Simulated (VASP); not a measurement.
Crystal: Si3Sn.

```
Si Sn
1.0
     2.05407    1.16851    6.63367
    -2.05407    1.16851    6.63367
     0.00000   -2.33702    6.63367
Si Sn
3 1
Direct
  0.00571 0.00571 0.00725
  0.49271 0.49271 0.49484
  0.37554 0.37554 0.37485
  0.87605 0.87605 0.87306
```

This cell differs from its parent crystal: uniaxial x strain +1.5%.

Base run:

```yaml
Program: VASP 6.6.1
Functional: PBE
Potentials_or_basis: VASP PAW PBE potentials, release 64 (Si, Sn_d)
Cutoff: 520 eV
k_mesh: 8 × 8 × 8
Occupations: fermi-dirac, width 0.02 eV
Spin: no spin polarisation
```

Its results: band gap on the k mesh 0.10 eV, indirect (least direct gap 0.22 eV); pressure 0.3 GPa; largest force 0.060 eV/Å.

The run is repeated on the same cell with these changes: functional from PBE to r2SCAN. What comes out?

Band gap on the k mesh 0.28 eV, indirect (least direct gap 0.48 eV); pressure -1.2 GPa; largest force 0.013 eV/Å.

r2SCAN gives the wider gap, since meta-GGAs in the generalised Kohn-Sham scheme recover part of the derivative discontinuity.

Caveats: spin-orbit coupling is left out, which moves the levels of the heavy elements; the PAW data sets were made with another functional, which shifts forces and pressure a little (some runs).

A k mesh can miss the band edges.
